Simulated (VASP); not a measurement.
# Ni (Fm-3m) in VASP: further runs

The runs below take Ni through single point, with PBEsol.

All numbers are computed with VASP 6.6.1; they aren't measurements. Logs are shortened: lines on timing, memory, paths and dates and some standing lists are left out, and cuts for length are marked.

### Step 1. The cell of the first run

Symmetry: Fm-3m, No. 225, cubic system. The conventional cell has a = 3.535 Å, b = 3.535 Å, c = 3.535 Å, α = 90.00°, β = 90.00°, γ = 90.00°. Within 3.3 Å of Ni (site symmetry m-3m) lie 12 Ni at 2.50 Å.

### Step 2. Single point, PBEsol, collinear spin, ferromagnetic start

File INCAR:

```
PREC = Accurate
ENCUT = 520
EDIFF = 1E-6
ISMEAR = 0
SIGMA = 0.1
LREAL = False
LASPH = True
NELM = 150
ALGO = Normal
ISIF = 2
LWAVE = False
LCHARG = False
ISPIN = 2
MAGMOM = 0.71
LORBIT = 11
NUPDOWN = 0.71
LMAXMIX = 4
GGA = PS
NBANDS = 15
```

File KPOINTS:

```
Automatic mesh
0
Gamma
  14 14 14
```

File POSCAR:

```
Ni
1.0
    0.0000000000      1.7673000000      1.7673000000
    1.7673000000      0.0000000000      1.7673000000
    1.7673000000      1.7673000000      0.0000000000
Ni
1
Direct
    0.0000000000      0.0000000000      0.0000000000
```

Potentials or basis: VASP PAW PBE potentials, release 64 (Ni).

The run is started by

```
$ cat potpaw_PBE.64/Ni/POTCAR > POTCAR
$ mpirun -np 1 vasp_std > vasp.out
```

OUTCAR:

```text
PREC = Accurate
   ENCUT = 520
   EDIFF = 1E-6
   ISMEAR = 0
   LREAL = False
   LASPH = True
   NELM = 150
   ISIF = 2
   ISPIN = 2
   LORBIT = 11
   NUPDOWN = 0.71
   GGA = PS

 ion  position               nearest neighbor table
   1  0.000  0.000  0.000-

  LATTYP: Found a face centered cubic cell.
 ALAT       =     3.5346000000

  Lattice vectors:

 A1 = (   0.0000000000,   1.7673000000,   1.7673000000)
 A2 = (   1.7673000000,   0.0000000000,   1.7673000000)
 A3 = (   1.7673000000,   1.7673000000,   0.0000000000)

Analysis of symmetry for initial positions (statically):
=====================================================================
 Subroutine PRICEL returns:
 Original cell was already a primitive cell.

 Routine SETGRP: Setting up the symmetry group for a
 face centered cubic supercell.

 Subroutine GETGRP returns: Found 48 space group operations
 (whereof 48 operations were pure point group operations)
 out of a pool of 48 trial point group operations.

The static configuration has the point symmetry O_h .

Analysis of symmetry for dynamics (positions and initial velocities):
=====================================================================
 Subroutine PRICEL returns:
 Original cell was already a primitive cell.

 Routine SETGRP: Setting up the symmetry group for a
 face centered cubic supercell.

 Subroutine GETGRP returns: Found 48 space group operations
 (whereof 48 operations were pure point group operations)
 out of a pool of 48 trial point group operations.

The dynamic configuration has the point symmetry O_h .

Analysis of structural, dynamic, and magnetic symmetry:
=====================================================================
 Subroutine PRICEL returns:
 Original cell was already a primitive cell.

 Routine SETGRP: Setting up the symmetry group for a
 face centered cubic supercell.

 Subroutine GETGRP returns: Found 48 space group operations
 (whereof 48 operations were pure point group operations)
 out of a pool of 48 trial point group operations.

The overall configuration has the point symmetry O_h .

 Subroutine INISYM returns: Found 48 space group operations
 (whereof 48 operations are pure point group operations),
 and found     1 'primitive' translations

----------------------------------------------------------------------------------------

                                     Primitive cell

  volume of cell :      11.0398

  direct lattice vectors                    reciprocal lattice vectors
     0.000000000  1.767300000  1.767300000    -0.282917445  0.282917445  0.282917445
     1.767300000  0.000000000  1.767300000     0.282917445 -0.282917445  0.282917445
     1.767300000  1.767300000  0.000000000     0.282917445  0.282917445 -0.282917445

  length of vectors
     2.499339629  2.499339629  2.499339629     0.490027389  0.490027389  0.490027389

  position of ions in fractional coordinates (direct lattice)
     0.000000000  0.000000000  0.000000000

  ion indices of the primitive-cell ions
   primitive index   ion index
                 1           1

----------------------------------------------------------------------------------------

 KPOINTS: Automatic mesh

Automatic generation of k-mesh.
 Grid dimensions read from file:
 generate k-points for:   14   14   14

 Generating k-lattice:

  Cartesian coordinates                     Fractional coordinates (reciprocal lattice)
    -0.020208389  0.020208389  0.020208389     0.071428571  0.000000000  0.000000000
     0.020208389 -0.020208389  0.020208389     0.000000000  0.071428571  0.000000000
     0.020208389  0.020208389 -0.020208389     0.000000000  0.000000000  0.071428571

  Length of vectors
     0.035001956  0.035001956  0.035001956

  Shift w.r.t. Gamma in fractional coordinates (k-lattice)
     0.000000000  0.000000000  0.000000000

 Subroutine IBZKPT returns following result:
 ===========================================

 Found    104 irreducible k-points:

 Following reciprocal coordinates:
            Coordinates               Weight
  0.000000  0.000000  0.000000      1.000000
  0.071429  0.000000  0.000000      8.000000
  0.142857  0.000000  0.000000      8.000000
  0.214286  0.000000  0.000000      8.000000
  0.285714  0.000000  0.000000      8.000000
  0.357143  0.000000  0.000000      8.000000
[... 16 lines left out ...]
  0.214286  0.142857  0.000000     24.000000
  0.285714  0.142857  0.000000     24.000000
 [... further k-points ...]
   k-points           NKPTS =    104   k-points in BZ     NKDIM =    104   number of bands    NBANDS=     15
   number of dos      NEDOS =    301   number of ions     NIONS =      1
   total plane-waves  NPLWV =   8000
   dimension x,y,z NGX =    20 NGY =   20 NGZ =   20
   dimension x,y,z NGXF=    40 NGYF=   40 NGZF=   40
   ions per type =               1
   NGX,Y,Z   is equivalent  to a cutoff of  13.30, 13.30, 13.30 a.u.
   NGXF,Y,Z  is equivalent  to a cutoff of  26.61, 26.61, 26.61 a.u.
 SYSTEM =  unknown system
   PREC   = accura    normal or accurate (medium, high low for compatibility)
   ISTART =      0    job   : 0-new  1-cont  2-samecut
   ICHARG =      2    charge: 1-file 2-atom 10-const
   ISPIN  =      2    spin polarized calculation?
   LNONCOLLINEAR =      F non collinear calculations
   LSORBIT =      F    spin-orbit coupling
   LASPH  =      T    aspherical Exc in radial PAW
   ENCUT  =  520.0 eV  38.22 Ry    6.18 a.u.   4.65  4.65  4.65*2*pi/ulx,y,z
   NELM   =    150;   NELMIN=  2; NELMDL= -5     # of ELM steps
   EDIFF  = 0.1E-05   stopping-criterion for ELM
   LREAL  =      F    real-space projection
   EDIFFG = 0.1E-04   stopping-criterion for IOM
   NSW    =      0    number of steps for IOM
   IBRION =     -1    ionic relax: 0-MD 1-quasi-New 2-CG
   NFREE  =      0    steps in history (QN), initial steepest desc. (CG)
   ISIF   =      2    stress and relaxation
   ISYM   =      2    0-nonsym 1-usesym 2-fastsym
   POTIM  = 0.5000    time-step for ionic-motion
   TEBEG  =    0.0;   TEEND  =   0.0 temperature during run
   PSTRESS=    0.0 pullay stress
   NELECT =      10.0000    total number of electrons
   NUPDOWN=       0.7100    fix difference up-down
   EMIN   =  10.00;   EMAX   =-10.00  energy-range for DOS
   EFERMI =   0.00;   METHOD = LEGACY
   ISMEAR =     0;   SIGMA  =   0.10  broadening in eV -4-tet -1-fermi 0-gaus
   EFERMI_NEDOS =   21; number of points for ismear=-14 and -15
   IALGO  =     38    algorithm
   IMIX   =      4    mixing-type and parameters
     AMIX     =   0.40;   BMIX     =  1.00
     AMIX_MAG =   1.60;   BMIX_MAG =  1.00
  volume/ion in A,a.u.               =      11.04        74.50
  Fermi-wavevector in a.u.,A,eV,Ry     =   1.583998  2.993322 34.137682  2.509049
  Thomas-Fermi vector in A             =   2.683683
   LORBIT       =     11    0 simple, 1 ext, 2 COOP (PROOUT), +10 PAW based schemes
   GGA     = PS    functional components
   LHFCALC =     F    Hartree Fock is set to
   AEXX    =    0.0000 exact exchange contribution
   IVDW    =     0    specifies the selected vdW correction
   LEPSILON=     F    determine dielectric tensor
   LRPA    =     F    only Hartree local field effects (RPA)
 spin polarized calculation
 Gauss-broadening in eV      SIGMA  =   0.10
  energy-cutoff  :      520.00
  volume of cell :       11.04
 maximum number of plane-waves:       307
   NGX =  9   NGY =  9   NGZ =  9

 number of electron      10.0000010 magnetization       0.7100001

 Free energy of the ion-electron system (eV)
  ---------------------------------------------------
  ext. energy  EPLUGINS =         0.00000000
  ---------------------------------------------------
  free energy    TOTEN  =        -6.10770247 eV

  energy without entropy =       -6.09863743  energy(sigma->0) =       -6.10316995

 E-fermi :   8.9862     XC(G=0): -13.3506

 val. band max:        9.0600824492   @ k =   0.4286   0.2857   0.0714
 cond. band min:       8.9908543615   @ k =   0.3571   0.2143   0.0000
 fundamental gap:     -0.0692280877
 Fermi energy:         9.0884492762

 spin component 1

 k-point     1 :       0.0000    0.0000    0.0000
  band No.  band energies     occupation
      1       0.0220      1.00000
      2       6.5346      1.00000
      3       6.5346      1.00000
      4       6.5346      1.00000
      5       7.6775      1.00000
      6       7.6775      1.00000
      7      32.5591      0.00000
      8      36.2745      0.00000
      9      36.2745      0.00000
     10      36.2745      0.00000
     11      39.1368      0.00000
     12      39.1368      0.00000
     13      39.1368      0.00000
     14      42.2184      0.00000
     15      48.2890      0.00000

 k-point     2 :       0.0714    0.0000    0.0000
  band No.  band energies     occupation
      1       0.2192      1.00000
      2       6.4851      1.00000
      3       6.5776      1.00000
      4       6.5776      1.00000
      5       7.6597      1.00000
      6       7.6597      1.00000
      7      31.7865      0.00000
      8      34.2722      0.00000
      9      35.8097      0.00000
     10      35.8097      0.00000
     11      39.8288      0.00000
     12      39.8288      0.00000
     13      40.3364      0.00000
     14      43.8442      0.00000
     15      46.5620      0.00000
[... 365 lines left out ...]
      3       6.9067      1.00000
      4       6.9550      1.00000
      5       7.3339      1.00000
      6       7.8742      1.00000
      7      27.9261      0.00000
      8      30.5449      0.00000
      9      31.2520      0.00000
     10      33.4061      0.00000
     11      37.4267      0.00000
     12      42.9067      0.00000
     13      44.6309      0.00000
     14      45.3722      0.00000
     15      49.7696      0.00000

 k-point    24 :       0.2857    0.1429    0.0000
  band No.  band energies     occupation
      1       2.6456      1.00000
      2       5.8935      1.00000
      3       6.7729      1.00000
      4       7.0230      1.00000
      5       7.6396      1.00000
      6       8.0008      1.00000
      7      24.2905      0.00000
      8      29.7404      0.00000
      9      30.5627      0.00000
     10      33.1235      0.00000
     11      38.0732      0.00000
     12      42.1801      0.00000
     13      44.1222      0.00000
     14      46.2268      0.00000
     15      50.5689      0.00000

 [... further k-points ...]

 spin component 2

 k-point     1 :       0.0000    0.0000    0.0000
  band No.  band energies     occupation
      1       0.0178      1.00000
      2       7.3416      1.00000
      3       7.3416      1.00000
      4       7.3416      1.00000
      5       8.3767      1.00000
      6       8.3767      1.00000
      7      32.4401      0.00000
      8      36.2906      0.00000
      9      36.2906      0.00000
     10      36.2906      0.00000
     11      39.2743      0.00000
     12      39.2743      0.00000
     13      39.2743      0.00000
     14      42.1263      0.00000
     15      48.4978      0.00000

 k-point     2 :       0.0714    0.0000    0.0000
  band No.  band energies     occupation
      1       0.2153      1.00000
      2       7.2851      1.00000
      3       7.3864      1.00000
      4       7.3864      1.00000
      5       8.3576      1.00000
      6       8.3576      1.00000
      7      31.7494      0.00000
      8      34.2689      0.00000
      9      35.8604      0.00000
     10      35.8604      0.00000
     11      39.9242      0.00000
     12      39.9242      0.00000
     13      40.3564      0.00000
     14      43.8224      0.00000
     15      46.7476      0.00000
[... 365 lines left out ...]
      3       7.6803      1.00000
      4       7.7710      1.00000
      5       8.0417      1.00000
      6       8.5898      1.00000
      7      28.0418      0.00000
      8      30.6605      0.00000
      9      31.2642      0.00000
     10      33.4255      0.00000
     11      37.6560      0.00000
     12      42.9114      0.00000
     13      44.5979      0.00000
     14      45.3587      0.00000
     15      49.9400      0.00000

 k-point    24 :       0.2857    0.1429    0.0000
  band No.  band energies     occupation
      1       2.6737      1.00000
      2       6.6188      1.00000
      3       7.4818      1.00000
      4       7.8124      1.00000
      5       8.3923      1.00000
      6       8.7524      0.99953
      7      24.4491      0.00000
      8      29.8565      0.00000
      9      30.5697      0.00000
     10      33.2279      0.00000
     11      38.2194      0.00000
     12      42.1768      0.00000
     13      44.1275      0.00000
     14      46.2708      0.00000
     15      50.6941      0.00000

 [... further k-points ...]

------------------------ aborting loop because EDIFF is reached ----------------------------------------

  FORCE on cell =-STRESS in cart. coord.  units (eV):
  Direction    XX          YY          ZZ          XY          YZ          ZX
  --------------------------------------------------------------------------------------
  -------------------------------------------------------------------------------------
  Total       -0.7884853     -0.7884853     -0.7884853      0.0000000      0.0000000      0.0000000
  in kB     -114.4309144   -114.4309144   -114.4309144      0.0000000      0.0000000      0.0000000
  external PRESSURE =    -114.4309144 kB  Pullay stress =       0.0000000 kB

 VOLUME and BASIS-vectors are now :
 -----------------------------------------------------------------------------
  energy-cutoff  :      520.00
  volume of cell :       11.04
      direct lattice vectors                 reciprocal lattice vectors
     0.000000000  1.767300000  1.767300000    -0.282917445  0.282917445  0.282917445
     1.767300000  0.000000000  1.767300000     0.282917445 -0.282917445  0.282917445
     1.767300000  1.767300000  0.000000000     0.282917445  0.282917445 -0.282917445

 POSITION                                       TOTAL-FORCE (eV/Angst)
 -----------------------------------------------------------------------------------
      0.00000      0.00000      0.00000        -0.000000      0.000000     -0.000000
 -----------------------------------------------------------------------------------
    total drift:                                0.000000      0.000000      0.000000

  FREE ENERGIE OF THE ION-ELECTRON SYSTEM (eV)
  ---------------------------------------------------
  free  energy   TOTEN  =        -6.1077024669 eV

  energy  without entropy=       -6.0986374264  energy(sigma->0) =       -6.10316995

 total charge

# of ion       s       p       d       tot
------------------------------------------
    1        0.497   0.492   8.296   9.286

 magnetization (x)

# of ion       s       p       d       tot
------------------------------------------
    1       -0.004  -0.023   0.748   0.720
```

Wall time 45 s (1 thread of Intel Xeon 8259CL, shared host); peak memory 0.15 GiB.

Results:

* Free energy: -6.1077 eV
* Pressure: -11.4 GPa
* Net moment: 0.71 μB per cell
* Site moments: Ni +0.72 μB
* Valence electrons inside the program's atomic spheres: Ni 9.29

Caveat: the cell stands under tension; the PAW data sets were made with another functional, which shifts forces and pressure a little; the total moment is fixed, so each spin has its own Fermi level.

(Continued in part 2 of 2.)
